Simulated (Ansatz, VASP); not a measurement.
# One calculation of WS2, two programs

The input INCAR:

```
PREC = Accurate ; ENCUT = 520
EDIFF = 1E-6 ; ISMEAR = 0
SIGMA = 0.05 ; LREAL = False
LASPH = True ; NELM = 80
ALGO = Normal ; ISIF = 2
LWAVE = False ; LCHARG = True
LDIPOL = True ; IDIPOL = 3
DIPOL = 0.5 0.5 0.408 ; GGA = PE
IVDW = 12 ; LELF = True
LVHAR = True ; LVACPOTAV = True
NBANDS = 35
```

KPOINTS

```
Automatic mesh
0
Gamma
  9 9 1
```

Contents of POSCAR:

```
WS2
1.0
    3.1595457497      0.0000000000      0.0000000000
   -1.5797728749      2.7362468836      0.0000000000
    0.0000000000      0.0000000000     23.8042575719
S W
4 2
Direct
    0.3333333333      0.6666666667      0.1890418126
    0.3333333333      0.6666666667      0.3214605103
    0.3333333333      0.6666666667      0.4953789779
    0.3333333333      0.6666666667      0.6277976756
    0.6666666667      0.3333333333      0.2552511581
    0.0000000000      1.0000000000      0.5615883234
```

Input for Ansatz:

```yaml
crystal:
  lattice:
    - [3.1595457497, 0.0, 0.0]
    - [-1.5797728749, 2.7362468836, 0.0]
    - [0.0, 0.0, 23.8042575719]
  atoms:
    - { symbol: S, position: [0.3333333333, 0.6666666667, 0.1890418126] }
    - { symbol: W, position: [0.6666666667, 0.3333333333, 0.2552511581] }
    - { symbol: S, position: [0.3333333333, 0.6666666667, 0.3214605103] }
    - { symbol: S, position: [0.3333333333, 0.6666666667, 0.4953789779] }
    - { symbol: W, position: [0.0, 1.0, 0.5615883234] }
    - { symbol: S, position: [0.3333333333, 0.6666666667, 0.6277976756] }
basis:
  ecutwfc: 420
kpoints:
  mp_grid: { grid: [9, 9, 1] }
hamiltonian:
  xc: pbe
  pseudopotentials: { kind: paw, azcp: { folder: soft_1 } }
  dispersion: d3bj
scf:
  occupations: { method: gaussian, width: 0.05 }
output:
  forces: true
  eigenvalues: true
efield:
  axis: 3
  dipole_correction: true
  ramp_width: 0.04
```

Alike in both runs: task single point; functional PBE; dispersion D3(BJ); k mesh 9 × 9 × 1; occupations gaussian, width 0.05 eV; no spin polarisation.

```csv
,VASP,Ansatz
version,VASP 6.6.1,Ansatz 0.2.0
potentials or method,"VASP PAW PBE potentials, release 64 (S, W_sv), cutoff 520 eV","scalar-relativistic, plane waves, PAW"
valence electrons in the cell,52,52
```

Ansatz gave:

* gap on the k mesh at the Fermi level (eV): 1.90
* least direct gap on the mesh (eV): 1.92
* rms of the force components (eV/Å): 0.021

What did VASP give for the same quantities?

gap on the k mesh at the Fermi level (eV): 1.92; least direct gap on the mesh (eV): 1.92; rms of the force components (eV/Å): 0.022.

Neither program's run includes spin-orbit coupling.
